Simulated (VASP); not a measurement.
Runs of VASP 6.6.1 on KBr. The structure is cubic, space group Fm-3m (No. 225). Conventional cell: a = 6.604 Å, b = 6.604 Å, c = 6.604 Å, α = 90.00°, β = 90.00°, γ = 90.00°. Within 4.3 Å of K (site symmetry m-3m) lie 6 Br at 3.30 Å. Br (site symmetry m-3m) has 6 K at 3.30 Å within 4.3 Å. 

```csv
level,smearing,share of exact exchange,screening parameter,gap on the mesh (eV),pressure (GPa)
PBE-based global hybrid,gaussian 0.01 eV,0.15,-,5.56,0.5
HSE06,gaussian 0.001 eV,-,0.2079 1/Å,5.59,0.5
r2SCAN50,gaussian 0.01 eV,-,-,(a),-0.2
HSE06,gaussian 0.01 eV,-,0.2079 1/Å,5.59,0.5
PBE-based global hybrid,gaussian 0.01 eV,0.05,-,(b),0.7
```

Alike in all rows: task single point; potentials or basis VASP PAW PBE potentials, release 64 (K_sv, Br); no spin polarisation; cell as given; k mesh 4 × 4 × 4; cutoff (eV) 520.

Estimate the missing entries.

(a) 8.27; (b) 4.80.

Caveats: the PAW data sets were made with another functional, which shifts forces and pressure a little.

A k mesh can miss the band edges, and the runs leave out spin-orbit coupling on Br.
